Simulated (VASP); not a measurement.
# RbCl (Fm-3m) in VASP: single point with LDA

Aim: the single point of RbCl with LDA.

Everything below comes from runs of VASP 6.6.1. Logs are shortened: lines on timing, memory, paths and dates and some standing lists are left out, and cuts for length are marked.

## (1) The cell of the first run

Symmetry: Fm-3m, No. 225, cubic system. The conventional cell has a = 6.548 Å, b = 6.548 Å, c = 6.548 Å, α = 90.00°, β = 90.00°, γ = 90.00°. Within 4.3 Å of Rb (site symmetry m-3m) lie 6 Cl at 3.27 Å. Within 4.3 Å of Cl (site symmetry m-3m) lie 6 Rb at 3.27 Å.

## (2) Single point, LDA

Input file INCAR:

```
SYSTEM = RbCl
PREC = Accurate ; ENCUT = 500
EDIFF = 1E-6 ; ISMEAR = -1
SIGMA = 0.1 ; LREAL = .False.
LASPH = .True. ; NELM = 120
ALGO = Normal ; ISIF = 2
LWAVE = .False. ; LCHARG = .True.
LELF = .True. ; LVHAR = .True.
NBANDS = 15 ; GGA_COMPAT = .False.
```

Input file KPOINTS:

```
Automatic mesh
0
Gamma
  5 5 5
  0 0 0
```

Input file POSCAR:

```
RbCl
1.0
    0.0000000000      3.2740000000      3.2740000000
    3.2740000000      0.0000000000      3.2740000000
    3.2740000000      3.2740000000      0.0000000000
Rb Cl
1 1
Direct
    0.0000000000      0.0000000000      0.0000000000
    0.5000000000      0.5000000000      0.5000000000
```

Potentials or basis: VASP PAW LDA potentials, release 64 (Rb_sv, Cl).

Started as:

```
cat potpaw_LDA.64/Rb_sv/POTCAR potpaw_LDA.64/Cl/POTCAR > POTCAR
mpirun -np 1 vasp_std > vasp.out
```

OUTCAR:

```text
SYSTEM = RbCl
   PREC = Accurate
   ENCUT = 500
   EDIFF = 1E-6
   ISMEAR = -1
   LREAL = .False.
   LASPH = .True.
   NELM = 120
   ISIF = 2

 ion  position               nearest neighbor table
   1  0.000  0.000  0.000-   2 3.27   2 3.27   2 3.27   2 3.27   2 3.27   2 3.27
   2  0.500  0.500  0.500-   1 3.27   1 3.27   1 3.27   1 3.27   1 3.27   1 3.27

  LATTYP: Found a face centered cubic cell.
 ALAT       =     6.5480000000

  Lattice vectors:

 A1 = (   0.0000000000,   3.2740000000,   3.2740000000)
 A2 = (   3.2740000000,   0.0000000000,   3.2740000000)
 A3 = (   3.2740000000,   3.2740000000,   0.0000000000)

Analysis of symmetry for initial positions (statically):
=====================================================================
 Subroutine PRICEL returns:
 Original cell was already a primitive cell.

 Routine SETGRP: Setting up the symmetry group for a
 face centered cubic supercell.

 Subroutine GETGRP returns: Found 48 space group operations
 (whereof 48 operations were pure point group operations)
 out of a pool of 48 trial point group operations.

The static configuration has the point symmetry O_h .

Analysis of symmetry for dynamics (positions and initial velocities):
=====================================================================
 Subroutine PRICEL returns:
 Original cell was already a primitive cell.

 Routine SETGRP: Setting up the symmetry group for a
 face centered cubic supercell.

 Subroutine GETGRP returns: Found 48 space group operations
 (whereof 48 operations were pure point group operations)
 out of a pool of 48 trial point group operations.

The dynamic configuration has the point symmetry O_h .

 Subroutine INISYM returns: Found 48 space group operations
 (whereof 48 operations are pure point group operations),
 and found     1 'primitive' translations

----------------------------------------------------------------------------------------

                                     Primitive cell

  volume of cell :      70.1885

  direct lattice vectors                    reciprocal lattice vectors
     0.000000000  3.274000000  3.274000000    -0.152718387  0.152718387  0.152718387
     3.274000000  0.000000000  3.274000000     0.152718387 -0.152718387  0.152718387
     3.274000000  3.274000000  0.000000000     0.152718387  0.152718387 -0.152718387

  length of vectors
     4.630135203  4.630135203  4.630135203     0.264516006  0.264516006  0.264516006

  position of ions in fractional coordinates (direct lattice)
     0.000000000  0.000000000  0.000000000
     0.500000000  0.500000000  0.500000000

  ion indices of the primitive-cell ions
   primitive index   ion index
                 1           1
                 2           2

----------------------------------------------------------------------------------------

 KPOINTS: Automatic mesh

Automatic generation of k-mesh.
 Grid dimensions read from file:
 generate k-points for:    5    5    5

 Generating k-lattice:

  Cartesian coordinates                     Fractional coordinates (reciprocal lattice)
    -0.030543677  0.030543677  0.030543677     0.200000000  0.000000000  0.000000000
     0.030543677 -0.030543677  0.030543677     0.000000000  0.200000000  0.000000000
     0.030543677  0.030543677 -0.030543677     0.000000000  0.000000000  0.200000000

  Length of vectors
     0.052903201  0.052903201  0.052903201

  Shift w.r.t. Gamma in fractional coordinates (k-lattice)
     0.000000000  0.000000000  0.000000000

 Subroutine IBZKPT returns following result:
 ===========================================

 Found     10 irreducible k-points:

 Following reciprocal coordinates:
            Coordinates               Weight
  0.000000  0.000000  0.000000      1.000000
  0.200000  0.000000  0.000000      8.000000
  0.400000  0.000000  0.000000      8.000000
  0.200000  0.200000  0.000000      6.000000
  0.400000  0.200000  0.000000     24.000000
 -0.400000  0.200000  0.000000     24.000000
 -0.200000  0.200000  0.000000     12.000000
  0.400000  0.400000  0.000000      6.000000
 -0.400000  0.400000  0.000000     12.000000
 -0.400000  0.400000  0.200000     24.000000
   k-points           NKPTS =     10   k-points in BZ     NKDIM =     10   number of bands    NBANDS=     15
   number of dos      NEDOS =    301   number of ions     NIONS =      2
   total plane-waves  NPLWV =  46656
   dimension x,y,z NGX =    36 NGY =   36 NGZ =   36
   dimension x,y,z NGXF=    72 NGYF=   72 NGZF=   72
   ions per type =               1   1
   NGX,Y,Z   is equivalent  to a cutoff of  12.93, 12.93, 12.93 a.u.
   NGXF,Y,Z  is equivalent  to a cutoff of  25.85, 25.85, 25.85 a.u.
 SYSTEM =  RbCl
   PREC   = accura    normal or accurate (medium, high low for compatibility)
   ISTART =      0    job   : 0-new  1-cont  2-samecut
   ICHARG =      2    charge: 1-file 2-atom 10-const
   ISPIN  =      1    spin polarized calculation?
   LNONCOLLINEAR =      F non collinear calculations
   LSORBIT =      F    spin-orbit coupling
   LASPH  =      T    aspherical Exc in radial PAW
   ENCUT  =  500.0 eV  36.75 Ry    6.06 a.u.   8.44  8.44  8.44*2*pi/ulx,y,z
   NELM   =    120;   NELMIN=  2; NELMDL= -5     # of ELM steps
   EDIFF  = 0.1E-05   stopping-criterion for ELM
   LREAL  =      F    real-space projection
   EDIFFG = 0.1E-04   stopping-criterion for IOM
   NSW    =      0    number of steps for IOM
   IBRION =     -1    ionic relax: 0-MD 1-quasi-New 2-CG
   NFREE  =      0    steps in history (QN), initial steepest desc. (CG)
   ISIF   =      2    stress and relaxation
   ISYM   =      2    0-nonsym 1-usesym 2-fastsym
   POTIM  = 0.5000    time-step for ionic-motion
   TEBEG  =    0.0;   TEEND  =   0.0 temperature during run
   PSTRESS=    0.0 pullay stress
   NELECT =      16.0000    total number of electrons
   NUPDOWN=      -1.0000    fix difference up-down
   EMIN   =  10.00;   EMAX   =-10.00  energy-range for DOS
   EFERMI =   0.00;   METHOD = LEGACY
   ISMEAR =    -1;   SIGMA  =   0.10  broadening in eV -4-tet -1-fermi 0-gaus
   EFERMI_NEDOS =   21; number of points for ismear=-14 and -15
   IALGO  =     38    algorithm
   IMIX   =      4    mixing-type and parameters
     AMIX     =   0.40;   BMIX     =  1.00
     AMIX_MAG =   1.60;   BMIX_MAG =  1.00
  volume/ion in A,a.u.               =      35.09       236.83
  Fermi-wavevector in a.u.,A,eV,Ry     =   1.000060  1.889840 13.607465  1.000120
  Thomas-Fermi vector in A             =   2.132392
   LORBIT       =      0    0 simple, 1 ext, 2 COOP (PROOUT), +10 PAW based schemes
   GGA     = CA    functional components
   LHFCALC =     F    Hartree Fock is set to
   AEXX    =    0.0000 exact exchange contribution
   IVDW    =     0    specifies the selected vdW correction
   LEPSILON=     F    determine dielectric tensor
   LRPA    =     F    only Hartree local field effects (RPA)
 non-spin polarized calculation
  energy-cutoff  :      500.00
  volume of cell :       70.19
 maximum number of plane-waves:      1807
 NGX is ok and might be reduce to    36
   NGX = 17   NGY = 17   NGZ = 17

 number of electron      16.0000001 magnetization

 Free energy of the ion-electron system (eV)
  ---------------------------------------------------
  ext. energy  EPLUGINS =         0.00000000
  ---------------------------------------------------
  free energy    TOTEN  =        -7.24415234 eV

  energy without entropy =       -7.24415234  energy(sigma->0) =       -7.24415234

 E-fermi :   0.1953     XC(G=0):  -7.9648

 val. band max:       -2.0867864623   @ k =   0.0000   0.0000   0.0000
 cond. band min:       2.5155202794   @ k =   0.0000   0.0000   0.0000
 fundamental gap:      4.6023067417
 Fermi energy:         0.1953485863

 k-point     1 :       0.0000    0.0000    0.0000
  band No.  band energies     occupation
      1     -25.8348      2.00000
      2     -14.0027      2.00000
      3      -9.9490      2.00000
      4      -9.9490      2.00000
      5      -9.9490      2.00000
      6      -2.0868      2.00000
      7      -2.0868      2.00000
      8      -2.0868      2.00000
      9       2.5155      0.00000
     10       5.6319      0.00000
     11       5.6319      0.00000
     12       5.6319      0.00000
     13       6.6863      0.00000
     14       6.6863      0.00000
     15       9.5415      0.00000

 k-point     2 :       0.2000    0.0000    0.0000
  band No.  band energies     occupation
      1     -25.8285      2.00000
      2     -14.0277      2.00000
      3      -9.9539      2.00000
      4      -9.9539      2.00000
      5      -9.9387      2.00000
      6      -2.4767      2.00000
      7      -2.2230      2.00000
      8      -2.2230      2.00000
      9       3.4179      0.00000
     10       5.3920      0.00000
     11       6.1397      0.00000
     12       6.1397      0.00000
     13       7.2836      0.00000
     14       7.2836      0.00000
     15      11.0708      0.00000

 k-point     3 :       0.4000    0.0000    0.0000
  band No.  band energies     occupation
      1     -25.8181      2.00000
      2     -14.0676      2.00000
      3      -9.9617      2.00000
      4      -9.9617      2.00000
      5      -9.9228      2.00000
      6      -2.9710      2.00000
      7      -2.4276      2.00000
      8      -2.4276      2.00000
      9       5.0026      0.00000
     10       5.5028      0.00000
     11       7.4503      0.00000
     12       7.4503      0.00000
     13       8.6280      0.00000
     14       8.6280      0.00000
     15      10.0813      0.00000
[... 91 lines left out ...]
 k-point     9 :      -0.4000    0.4000    0.0000
  band No.  band energies     occupation
      1     -25.8113      2.00000
      2     -13.9756      2.00000
      3     -10.2121      2.00000
      4     -10.0393      2.00000
      5     -10.0308      2.00000
      6      -2.4305      2.00000
      7      -2.4036      2.00000
      8      -2.2866      2.00000
      9       4.2629      0.00000
     10       6.3696      0.00000
     11       6.5632      0.00000
     12       7.6861      0.00000
     13       8.3808      0.00000
     14       8.9731      0.00000
     15      10.3248      0.00000

 k-point    10 :      -0.4000    0.4000    0.2000
  band No.  band energies     occupation
      1     -25.8124      2.00000
      2     -13.9996      2.00000
      3     -10.1209      2.00000
      4     -10.1144      2.00000
      5      -9.9457      2.00000
      6      -2.6322      2.00000
      7      -2.4021      2.00000
      8      -2.2972      2.00000
      9       4.8479      0.00000
     10       5.5499      0.00000
     11       6.9120      0.00000
     12       7.7517      0.00000
     13       8.7807      0.00000
     14       8.9231      0.00000
     15       9.8422      0.00000

------------------------ aborting loop because EDIFF is reached ----------------------------------------

  FORCE on cell =-STRESS in cart. coord.  units (eV):
  Direction    XX          YY          ZZ          XY          YZ          ZX
  --------------------------------------------------------------------------------------
  -------------------------------------------------------------------------------------
  Total       -0.6109137     -0.6109137     -0.6109137     -0.0000000     -0.0000000     -0.0000000
  in kB      -13.9451907    -13.9451907    -13.9451907     -0.0000000     -0.0000000     -0.0000000
  external PRESSURE =     -13.9451907 kB  Pullay stress =       0.0000000 kB

 VOLUME and BASIS-vectors are now :
 -----------------------------------------------------------------------------
  energy-cutoff  :      500.00
  volume of cell :       70.19
      direct lattice vectors                 reciprocal lattice vectors
     0.000000000  3.274000000  3.274000000    -0.152718387  0.152718387  0.152718387
     3.274000000  0.000000000  3.274000000     0.152718387 -0.152718387  0.152718387
     3.274000000  3.274000000  0.000000000     0.152718387  0.152718387 -0.152718387

 POSITION                                       TOTAL-FORCE (eV/Angst)
 -----------------------------------------------------------------------------------
      0.00000      0.00000      0.00000         0.000000      0.000000      0.000000
      3.27400      3.27400      3.27400        -0.000000     -0.000000     -0.000000
 -----------------------------------------------------------------------------------
    total drift:                                0.000000      0.000000      0.000000

  FREE ENERGIE OF THE ION-ELECTRON SYSTEM (eV)
  ---------------------------------------------------
  free  energy   TOTEN  =        -7.2441523367 eV

  energy  without entropy=       -7.2441523366  energy(sigma->0) =       -7.24415234
```

It took 18 s on 1 thread of Intel Xeon 8259CL, shared host; peak memory 0.17 GiB.

Results:

- Free energy: -7.2442 eV
- Pressure: -1.4 GPa
- Band gap on the k mesh: 4.60 eV, direct

As with any semilocal functional, this LDA gap is likely too small.
